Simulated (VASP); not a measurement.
TiGe4Mo, 6 atoms in the cell. Symmetry: P4/mmm, No. 123, tetragonal system. The conventional cell has a = 3.342 Å, b = 3.342 Å, c = 8.490 Å, α = 90.00°, β = 90.00°, γ = 90.00°. Ti (site symmetry 4/mmm) has 10 Ge at 2.75 to 2.89 Å and 4 Ti at 3.34 Å within 3.6 Å. Ge (site symmetry 4mm) has 4 Ti at 2.75 Å and 9 Ge at 2.79 to 3.34 Å and 1 Mo at 2.84 Å within 3.6 Å. Within 3.6 Å of Ge (site symmetry 4mm) lie 9 Ge at 2.72 to 3.34 Å and 4 Mo at 2.73 Å and 1 Ti at 2.89 Å. Within 3.6 Å of Mo (site symmetry 4/mmm) lie 10 Ge at 2.73 to 2.84 Å and 4 Mo at 3.34 Å. 

| Quantity | Value |
| --- | --- |
| Program | VASP 6.6.1 |
| Task | single point |
| Functional | PBE |
| Potentials or basis | VASP PAW PBE potentials, release 64 (Ti_sv, Ge_d, Mo_sv) |
| Cutoff | 520 eV |
| k mesh | 6 × 6 × 2 |
| Occupations | gaussian, width 0.1 eV |
| Spin | collinear spin |
| Starting moments | [1.0, 0.0, 0.0, 0.0, 0.0, 1.0] μB |
| Dipole correction | no |
| Further INCAR settings | ALGO = Normal; EDIFF = 1e-06; NBANDS = 54 |

Potentials or basis: VASP PAW PBE potentials, release 64 (Ti_sv, Ge_d, Mo_sv).

Run with:

```console
$ cat potpaw_PBE.64/Ti_sv/POTCAR potpaw_PBE.64/Ge_d/POTCAR potpaw_PBE.64/Mo_sv/POTCAR > POTCAR
$ mpirun -np 1 vasp_std > vasp.out
```

Hardware: 1 thread of AMD EPYC 7R13 Processor (Zen 3) (shared host).

**Question.** How long does it take, and how much memory?

**Answer.** Wall time 2.9 min on 1 thread of AMD EPYC 7R13 Processor (Zen 3), on a shared host, peak memory 0.32 GiB. Counts: scf iterations 16, k points 20.
